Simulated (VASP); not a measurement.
# F (Im-3m) in VASP: a series of runs

F is run at these levels: PBEsol; tasks: single point.

All numbers are computed with VASP 6.6.1; they aren't measurements. Logs are shortened: lines on timing, memory, paths and dates and some standing lists are left out, and cuts for length are marked.

## 1. The cell of the first run

Symmetry: Im-3m, No. 229, cubic system. The conventional cell has a = 2.097 Å, b = 2.097 Å, c = 2.097 Å, α = 90.00°, β = 90.00°, γ = 90.00°. F (site symmetry m-3m) has 14 F at 1.82 to 2.10 Å within 2.4 Å.

## 2. Single point, PBEsol

INCAR reads:

```
SYSTEM = F
PREC     = Accurate       ! precision mode
ENCUT    = 600            ! plane-wave cutoff, eV
EDIFF    = 1E-6           ! SCF threshold, eV
ISMEAR   = -1             ! smearing method
SIGMA    = 0.05           ! smearing width, eV
LREAL    = .FALSE.        ! projectors in reciprocal space
LASPH    = .TRUE.         ! aspherical terms in the spheres
NELM     = 120            ! most SCF steps
ALGO     = Normal         ! electronic algorithm
ISIF     = 2              ! what is computed and relaxed
LWAVE    = .FALSE.        ! write WAVECAR
LCHARG   = .TRUE.         ! write CHGCAR
GGA      = PS             ! functional
LELF     = .TRUE.         ! ELF
LVHAR    = .TRUE.       
NBANDS   = 10             ! bands
GGA_COMPAT= .FALSE.
```

KPOINTS reads:

```
Automatic mesh
0
G
  23 23 23
  0 0 0
```

POSCAR reads:

```
F
1.0
   -1.0486393535      1.0486393535      1.0486393535
    1.0486393535     -1.0486393535      1.0486393535
    1.0486393535      1.0486393535     -1.0486393535
F
1
Direct
    0.0000000000      0.0000000000      0.0000000000
```

Potentials or basis: VASP PAW PBE potentials, release 64 (F).

Command:

```console
cat potpaw_PBE.64/F/POTCAR > POTCAR
mpirun -np 1 vasp_std > vasp.out
```

OUTCAR:

```text
SYSTEM = F
   PREC = Accurate
   ENCUT = 600
   EDIFF = 1E-6
   ISMEAR = -1
   LREAL = .FALSE.
   LASPH = .TRUE.
   NELM = 120
   ISIF = 2
   GGA = PS

 ion  position               nearest neighbor table
   1  0.000  0.000  0.000-

  LATTYP: Found a body centered cubic cell.
 ALAT       =     2.0972787070

  Lattice vectors:

 A1 = (  -1.0486393535,   1.0486393535,   1.0486393535)
 A2 = (   1.0486393535,  -1.0486393535,   1.0486393535)
 A3 = (   1.0486393535,   1.0486393535,  -1.0486393535)

Analysis of symmetry for initial positions (statically):
=====================================================================
 Subroutine PRICEL returns:
 Original cell was already a primitive cell.

 Routine SETGRP: Setting up the symmetry group for a
 body centered cubic supercell.

 Subroutine GETGRP returns: Found 48 space group operations
 (whereof 48 operations were pure point group operations)
 out of a pool of 48 trial point group operations.

The static configuration has the point symmetry O_h .

Analysis of symmetry for dynamics (positions and initial velocities):
=====================================================================
 Subroutine PRICEL returns:
 Original cell was already a primitive cell.

 Routine SETGRP: Setting up the symmetry group for a
 body centered cubic supercell.

 Subroutine GETGRP returns: Found 48 space group operations
 (whereof 48 operations were pure point group operations)
 out of a pool of 48 trial point group operations.

The dynamic configuration has the point symmetry O_h .

 Subroutine INISYM returns: Found 48 space group operations
 (whereof 48 operations are pure point group operations),
 and found     1 'primitive' translations

----------------------------------------------------------------------------------------

                                     Primitive cell

  volume of cell :       4.6125

  direct lattice vectors                    reciprocal lattice vectors
    -1.048639354  1.048639354  1.048639354     0.000000000  0.476808350  0.476808350
     1.048639354 -1.048639354  1.048639354     0.476808350  0.000000000  0.476808350
     1.048639354  1.048639354 -1.048639354     0.476808350  0.476808350  0.000000000

  length of vectors
     1.816296639  1.816296639  1.816296639     0.674308835  0.674308835  0.674308835

  position of ions in fractional coordinates (direct lattice)
     0.000000000  0.000000000  0.000000000

  ion indices of the primitive-cell ions
   primitive index   ion index
                 1           1

----------------------------------------------------------------------------------------

 KPOINTS: Automatic mesh

Automatic generation of k-mesh.
 Grid dimensions read from file:
 generate k-points for:   23   23   23

 Generating k-lattice:

  Cartesian coordinates                     Fractional coordinates (reciprocal lattice)
     0.000000000  0.020730798  0.020730798     0.043478261  0.000000000  0.000000000
     0.020730798  0.000000000  0.020730798     0.000000000  0.043478261  0.000000000
     0.020730798  0.020730798  0.000000000     0.000000000  0.000000000  0.043478261

  Length of vectors
     0.029317775  0.029317775  0.029317775

  Shift w.r.t. Gamma in fractional coordinates (k-lattice)
     0.000000000  0.000000000  0.000000000

 Subroutine IBZKPT returns following result:
 ===========================================

 Found    364 irreducible k-points:

 Following reciprocal coordinates:
            Coordinates               Weight
  0.000000  0.000000  0.000000      1.000000
  0.043478  0.000000  0.000000     12.000000
  0.086957  0.000000  0.000000     12.000000
  0.130435  0.000000  0.000000     12.000000
  0.173913  0.000000  0.000000     12.000000
  0.217391  0.000000  0.000000     12.000000
[... 16 lines left out ...]
  0.478261  0.043478 -0.000000     24.000000
  0.086957  0.086957  0.000000     24.000000
 [... further k-points ...]
   k-points           NKPTS =    364   k-points in BZ     NKDIM =    364   number of bands    NBANDS=     10
   number of dos      NEDOS =    301   number of ions     NIONS =      1
   total plane-waves  NPLWV =   4096
   dimension x,y,z NGX =    16 NGY =   16 NGZ =   16
   dimension x,y,z NGXF=    32 NGYF=   32 NGZF=   32
   ions per type =               1
   NGX,Y,Z   is equivalent  to a cutoff of  14.64, 14.64, 14.64 a.u.
   NGXF,Y,Z  is equivalent  to a cutoff of  29.29, 29.29, 29.29 a.u.
 SYSTEM =  F
   PREC   = accura    normal or accurate (medium, high low for compatibility)
   ISTART =      0    job   : 0-new  1-cont  2-samecut
   ICHARG =      2    charge: 1-file 2-atom 10-const
   ISPIN  =      1    spin polarized calculation?
   LNONCOLLINEAR =      F non collinear calculations
   LSORBIT =      F    spin-orbit coupling
   LASPH  =      T    aspherical Exc in radial PAW
   ENCUT  =  600.0 eV  44.10 Ry    6.64 a.u.   3.63  3.63  3.63*2*pi/ulx,y,z
   NELM   =    120;   NELMIN=  2; NELMDL= -5     # of ELM steps
   EDIFF  = 0.1E-05   stopping-criterion for ELM
   LREAL  =      F    real-space projection
   EDIFFG = 0.1E-04   stopping-criterion for IOM
   NSW    =      0    number of steps for IOM
   IBRION =     -1    ionic relax: 0-MD 1-quasi-New 2-CG
   NFREE  =      0    steps in history (QN), initial steepest desc. (CG)
   ISIF   =      2    stress and relaxation
   ISYM   =      2    0-nonsym 1-usesym 2-fastsym
   POTIM  = 0.5000    time-step for ionic-motion
   TEBEG  =    0.0;   TEEND  =   0.0 temperature during run
   PSTRESS=    0.0 pullay stress
   NELECT =       7.0000    total number of electrons
   NUPDOWN=      -1.0000    fix difference up-down
   EMIN   =  10.00;   EMAX   =-10.00  energy-range for DOS
   EFERMI =   0.00;   METHOD = LEGACY
   ISMEAR =    -1;   SIGMA  =   0.05  broadening in eV -4-tet -1-fermi 0-gaus
   EFERMI_NEDOS =   21; number of points for ismear=-14 and -15
   IALGO  =     38    algorithm
   IMIX   =      4    mixing-type and parameters
     AMIX     =   0.40;   BMIX     =  1.00
     AMIX_MAG =   1.60;   BMIX_MAG =  1.00
  volume/ion in A,a.u.               =       4.61        31.13
  Fermi-wavevector in a.u.,A,eV,Ry     =   1.881314  3.555169 48.155693  3.539344
  Thomas-Fermi vector in A             =   2.924722
   LORBIT       =      0    0 simple, 1 ext, 2 COOP (PROOUT), +10 PAW based schemes
   GGA     = PS    functional components
   LHFCALC =     F    Hartree Fock is set to
   AEXX    =    0.0000 exact exchange contribution
   IVDW    =     0    specifies the selected vdW correction
   LEPSILON=     F    determine dielectric tensor
   LRPA    =     F    only Hartree local field effects (RPA)
 non-spin polarized calculation
  energy-cutoff  :      600.00
  volume of cell :        4.61
 maximum number of plane-waves:       164
   NGX =  7   NGY =  7   NGZ =  7

 number of electron       7.0000000 magnetization

 Free energy of the ion-electron system (eV)
  ---------------------------------------------------
  ext. energy  EPLUGINS =         0.00000000
  ---------------------------------------------------
  free energy    TOTEN  =         1.13716789 eV

  energy without entropy =        1.14745394  energy(sigma->0) =        1.14231092

 E-fermi :   7.7517     XC(G=0): -15.5902

 val. band max:        7.7441133439   @ k =   0.1304   0.1304   0.0870
 cond. band min:       7.7594103141   @ k =  -0.2174   0.2174   0.0435
 fundamental gap:      0.0152969701
 Fermi energy:         7.7517231431

 k-point     1 :       0.0000    0.0000    0.0000
  band No.  band energies     occupation
      1     -23.3027      2.00000
      2       9.2398      0.00000
      3       9.2398      0.00000
      4       9.2398      0.00000
      5      33.7797      0.00000
      6      55.3744      0.00000
      7      55.3744      0.00000
      8      55.3744      0.00000
      9      60.4963      0.00000
     10      60.4963      0.00000

 k-point     2 :       0.0435    0.0000    0.0000
  band No.  band energies     occupation
      1     -23.2105      2.00000
      2       9.0203      0.00000
      3       9.1706      0.00000
      4       9.2289      0.00000
      5      33.9114      0.00000
      6      54.4504      0.00000
      7      54.5445      0.00000
      8      55.6379      0.00000
      9      58.8807      0.00000
     10      59.6524      0.00000

 k-point     3 :       0.0870    0.0000    0.0000
  band No.  band energies     occupation
      1     -22.9356      2.00000
      2       8.3805      0.00001
      3       8.9708      0.00000
      4       9.1968      0.00000
      5      34.2807      0.00000
      6      51.7326      0.00000
      7      52.7793      0.00000
      8      56.4179      0.00000
      9      58.3559      0.00000
     10      58.4088      0.00000

 k-point     4 :       0.1304    0.0000    0.0000
  band No.  band energies     occupation
      1     -22.4814      2.00000
      2       7.3699      1.99904
      3       8.6618      0.00000
      4       9.1456      0.00000
      5      34.8146      0.00000
      6      48.6260      0.00000
      7      50.8339      0.00000
      8      57.2559      0.00000
      9      57.6844      0.00000
     10      58.9095      0.00000
[... 222 lines left out ...]
 k-point    22 :       0.4348    0.0435   -0.0000
  band No.  band energies     occupation
      1     -15.5750      2.00000
      2      -3.9925      2.00000
      3       5.9459      2.00000
      4       8.5068      0.00000
      5      33.2192      0.00000
      6      42.1309      0.00000
      7      42.6352      0.00000
      8      57.0609      0.00000
      9      68.0973      0.00000
     10      73.3538      0.00000

 k-point    23 :       0.4783    0.0435   -0.0000
  band No.  band energies     occupation
      1     -15.2767      2.00000
      2      -4.3816      2.00000
      3       5.8915      2.00000
      4       8.4934      0.00000
      5      33.0722      0.00000
      6      42.0149      0.00000
      7      42.7310      0.00000
      8      57.1824      0.00000
      9      68.3297      0.00000
     10      72.9426      0.00000

 k-point    24 :       0.0870    0.0870    0.0000
  band No.  band energies     occupation
      1     -22.2116      2.00000
      2       6.8488      2.00000
      3       8.5945      0.00000
      4       8.9419      0.00000
      5      35.1201      0.00000
      6      47.6566      0.00000
      7      49.2523      0.00000
      8      56.5275      0.00000
      9      58.3886      0.00000
     10      61.0136      0.00000

 [... further k-points ...]
[... 5 lines left out ...]
  --------------------------------------------------------------------------------------
  -------------------------------------------------------------------------------------
  Total        8.3289674      8.3289674      8.3289674      0.0000000      0.0000000     -0.0000000
  in kB     2893.0990308   2893.0990308   2893.0990308      0.0000000      0.0000000     -0.0000000
  external PRESSURE =    2893.0990308 kB  Pullay stress =       0.0000000 kB

 VOLUME and BASIS-vectors are now :
 -----------------------------------------------------------------------------
  energy-cutoff  :      600.00
  volume of cell :        4.61
      direct lattice vectors                 reciprocal lattice vectors
    -1.048639354  1.048639354  1.048639354     0.000000000  0.476808350  0.476808350
     1.048639354 -1.048639354  1.048639354     0.476808350  0.000000000  0.476808350
     1.048639354  1.048639354 -1.048639354     0.476808350  0.476808350  0.000000000

 POSITION                                       TOTAL-FORCE (eV/Angst)
 -----------------------------------------------------------------------------------
      0.00000      0.00000      0.00000         0.000000     -0.000000     -0.000000
 -----------------------------------------------------------------------------------
    total drift:                                0.000000     -0.000000     -0.000000

  FREE ENERGIE OF THE ION-ELECTRON SYSTEM (eV)
  ---------------------------------------------------
  free  energy   TOTEN  =         1.1371678910 eV

  energy  without entropy=        1.1474539429  energy(sigma->0) =        1.14231092
```

It took 9.9 s on 1 thread of AMD EPYC 9R14 (Zen 4), shared host; peak memory 0.09 GiB.

Results:

| Property | Result |
| --- | --- |
| Free energy | 1.1372 eV |
| Pressure | 289.3 GPa |
| Band gap on the k mesh | zero (an odd number of electrons rules out a gap without spin polarisation) |

Levels at points of the mesh, in eV from the Fermi level:
```
           k point  band 2  band 3  band 4  band 5  band 6  band 7
(0.00, 0.00, 0.00)    1.49    1.49    1.49   26.03   47.62   47.62
```

Caveat: the cell stands under pressure; the PAW data sets were made with another functional, which shifts forces and pressure a little; an odd number of electrons without spin polarisation forces a metal; a magnetic or distorted state may lie lower.

## 3. Single point, PBEsol

INCAR reads:

```
PREC = Accurate
ENCUT = 600
EDIFF = 1E-6
ISMEAR = -1
SIGMA = 0.05
LREAL = False
LASPH = True
NELM = 120
ALGO = Normal
ISIF = 2
LWAVE = False
LCHARG = False
GGA = PS
NBANDS = 10
GGA_COMPAT = False
```

KPOINTS reads:

```
regular mesh
0
Gamma
  23 23 23
```

POSCAR reads:

```
F
1.0
   -1.0485603841      1.0485603841      1.0485603841
    1.0485603841     -1.0485603841      1.0485603841
    1.0485603841      1.0485603841     -1.0485603841
F
1
Direct
    0.0000000000      0.0000000000      0.0000000000
```

Potentials or basis: VASP PAW PBE potentials, release 64 (F).

Command:

```console
cat potpaw_PBE.64/F/POTCAR > POTCAR
mpirun -np 1 vasp_std > vasp.out
```

OUTCAR:

```text
PREC = Accurate
   ENCUT = 600
   EDIFF = 1E-6
   ISMEAR = -1
   LREAL = False
   LASPH = True
   NELM = 120
   ISIF = 2
   GGA = PS

 ion  position               nearest neighbor table
   1  0.000  0.000  0.000-

  LATTYP: Found a body centered cubic cell.
 ALAT       =     2.0971207682

  Lattice vectors:

 A1 = (  -1.0485603841,   1.0485603841,   1.0485603841)
 A2 = (   1.0485603841,  -1.0485603841,   1.0485603841)
 A3 = (   1.0485603841,   1.0485603841,  -1.0485603841)

Analysis of symmetry for initial positions (statically):
=====================================================================
 Subroutine PRICEL returns:
 Original cell was already a primitive cell.

 Routine SETGRP: Setting up the symmetry group for a
 body centered cubic supercell.

 Subroutine GETGRP returns: Found 48 space group operations
 (whereof 48 operations were pure point group operations)
 out of a pool of 48 trial point group operations.

The static configuration has the point symmetry O_h .

Analysis of symmetry for dynamics (positions and initial velocities):
[... 153 lines left out ...]

  energy without entropy =        1.14933372  energy(sigma->0) =        1.14419172

 E-fermi :   7.7564     XC(G=0): -15.5918

 val. band max:        7.7487199131   @ k =   0.1304   0.1304   0.0870
 cond. band min:       7.7640947746   @ k =  -0.2174   0.2174   0.0435
 fundamental gap:      0.0153748614
 Fermi energy:         7.7564218027

 k-point     1 :       0.0000    0.0000    0.0000
  band No.  band energies     occupation
      1     -23.3024      2.00000
      2       9.2449      0.00000
      3       9.2449      0.00000
      4       9.2449      0.00000
      5      33.7904      0.00000
      6      55.3828      0.00000
      7      55.3828      0.00000
      8      55.3828      0.00000
      9      60.5055      0.00000
     10      60.5055      0.00000
[... 287 lines left out ...]
 k-point    24 :       0.0870    0.0870    0.0000
  band No.  band energies     occupation
      1     -22.2110      2.00000
      2       6.8535      2.00000
      3       8.5994      0.00000
      4       8.9469      0.00000
      5      35.1306      0.00000
      6      47.6639      0.00000
      7      49.2599      0.00000
      8      56.5361      0.00000
      9      58.3978      0.00000
     10      61.0229      0.00000

 [... further k-points ...]
[... 5 lines left out ...]
  --------------------------------------------------------------------------------------
  -------------------------------------------------------------------------------------
  Total        8.3342573      8.3342573      8.3342573      0.0000000     -0.0000000      0.0000000
  in kB     2895.5906086   2895.5906086   2895.5906086      0.0000000     -0.0000000      0.0000000
  external PRESSURE =    2895.5906086 kB  Pullay stress =       0.0000000 kB

 VOLUME and BASIS-vectors are now :
 -----------------------------------------------------------------------------
  energy-cutoff  :      600.00
  volume of cell :        4.61
      direct lattice vectors                 reciprocal lattice vectors
    -1.048560384  1.048560384  1.048560384     0.000000000  0.476844260  0.476844260
     1.048560384 -1.048560384  1.048560384     0.476844260  0.000000000  0.476844260
     1.048560384  1.048560384 -1.048560384     0.476844260  0.476844260  0.000000000

 POSITION                                       TOTAL-FORCE (eV/Angst)
 -----------------------------------------------------------------------------------
      0.00000      0.00000      0.00000         0.000000     -0.000000     -0.000000
 -----------------------------------------------------------------------------------
    total drift:                                0.000000     -0.000000     -0.000000

  FREE ENERGIE OF THE ION-ELECTRON SYSTEM (eV)
  ---------------------------------------------------
  free  energy   TOTEN  =         1.1390497235 eV

  energy  without entropy=        1.1493337219  energy(sigma->0) =        1.14419172
```

OSZICAR:

```text
N       E                     dE             d eps       ncg     rms          rms(c)
DAV:   1     0.193142655251E+02    0.19314E+02   -0.47567E+03  8044   0.762E+02
DAV:   2     0.121918886381E+01   -0.18095E+02   -0.17449E+02  8222   0.149E+02
DAV:   3     0.107458089102E+01   -0.14461E+00   -0.14392E+00  8692   0.102E+01
DAV:   4     0.107454099382E+01   -0.39897E-04   -0.39898E-04  7898   0.209E-01
DAV:   5     0.107454098151E+01   -0.12304E-07   -0.11490E-07  8196   0.328E-03    0.195E+00
DAV:   6     0.113335199613E+01    0.58811E-01   -0.11392E-01  7522   0.308E+00    0.741E-01
DAV:   7     0.113942923081E+01    0.60772E-02   -0.31786E-02  7664   0.168E+00    0.205E-01
DAV:   8     0.113904981517E+01   -0.37942E-03   -0.31555E-04  7720   0.191E-01    0.819E-03
DAV:   9     0.113904972354E+01   -0.91632E-07   -0.87310E-07  7942   0.113E-02
   1 F= 0.11390497E+01 E0= 0.11441917E+01  d E =-.102840E-01
```

It took 9.6 s on 1 thread of AMD EPYC 9R14 (Zen 4), shared host; peak memory 0.09 GiB.

What came out:

```
Free energy            : 1.1390 eV
Pressure               : 289.6 GPa
Band gap on the k mesh : zero (an odd number of electrons rules out a gap without spin polarisation)
```

Caveat: the cell stands under pressure; the PAW data sets were made with another functional, which shifts forces and pressure a little; an odd number of electrons without spin polarisation forces a metal; a magnetic or distorted state may lie lower.
